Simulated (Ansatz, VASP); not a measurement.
**One calculation of TiB2, two programs**

```
CELL_PARAMETERS angstrom
2.95149 0.00000 0.00000
-1.47575 2.55606 0.00000
0.00000 0.00000 3.14558
ATOMIC_POSITIONS crystal
Ti 0.00000 0.00000 0.00000
B 0.33333 0.66667 0.50000
B 0.66667 0.33333 0.50000
```

Alike in both runs: task single point; functional PBE; k mesh 11 × 11 × 9; no spin polarisation.

|  | VASP | Ansatz |
| --- | --- | --- |
| version | VASP 6.6.1 | Ansatz 0.2.0 |
| potentials or method | VASP PAW PBE potentials, release 64 (Ti_sv, B), cutoff 520 eV | plane waves, PAW |
| occupations | methfessel-paxton of order 1, width 0.1 eV | cold, width 0.1 eV |
| valence electrons in the cell | 18 | 18 |

```tsv
	VASP	Ansatz	Ansatz less VASP
pressure (GPa)	23.6	23.4	-0.23
traceless stress, the component that is largest in VASP (GPa)	-3.92	-3.93	-0.006
```

Ansatz's warnings: structure snapped to symmetry.
